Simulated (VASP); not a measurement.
The system is Nb.

```
Nb
1.0
     2.94032    0.00000    0.00000
    -1.47016    2.54639    0.00000
     0.00000    0.00000    9.60308
Nb
4
Direct
  0.00000 0.00000 0.00000
  0.00000 0.00000 0.50000
  0.33333 0.66667 0.25000
  0.66667 0.33333 0.75000
```

This isn't the form of Nb at room conditions, which is bcc.

| Item | Value |
| --- | --- |
| Program | VASP 6.6.1 |
| Task | relaxation of cell and atoms |
| Functional | RPBE |
| Potentials or basis | VASP PAW PBE potentials, release 64 (Nb_sv) |
| Cutoff | 600 eV |
| k mesh | 12 × 12 × 4 |
| Occupations | fermi-dirac, width 0.1 eV |
| Spin | no spin polarisation |

At the start: pressure 9.9 GPa; volume 17.98 Å³/atom.

Task: How do energy, volume and symmetry change on relaxing?

Result: Over 13 steps the energy falls by 65.4 meV/atom and the volume is 18.98 Å³/atom (+5.6 %); space group P6_3/mmc (No. 194, to 0.1 Å) before and after.

Step by step:
```
step  energy change (eV)  largest force (eV/Å)  pressure (GPa)  volume (Å³)
   1              0.0000                0.0000            9.88        71.90
   2              0.1929                0.0000          -12.89        84.04
   3             -0.1349                0.0000           -0.63        76.42
   4             -0.1350                0.0000           -0.41        76.31
   5             -0.1655                0.0000           -0.49        76.31
   6             -0.2528                0.0000           -0.50        76.15
   7              0.0745                0.0000            3.82        75.26
   8             -0.2603                0.0000           -0.38        76.10
   9             -0.2614                0.0000           -0.27        76.06
  10             -0.2614                0.0000           -0.30        76.07
  11             -0.2602                0.0000            0.94        75.46
  12             -0.2615                0.0000            0.00        75.92
  13             -0.2616                0.0000            0.00        75.92
```

Final structure:
```yaml
crystal:
  lattice:
    - [2.88282, 0.00000, 0.00000]
    - [-1.44141, 2.49660, 0.00000]
    - [0.00000, 0.00000, 10.54885]
  atoms:
    - { symbol: Nb, position: [0.00000, 0.00000, 0.00000] }
    - { symbol: Nb, position: [0.00000, 0.00000, 0.50000] }
    - { symbol: Nb, position: [0.33333, 0.66667, 0.25000] }
    - { symbol: Nb, position: [0.66667, 0.33333, 0.75000] }
```

Caveat: the PAW data sets were made with another functional, which shifts forces and pressure a little.
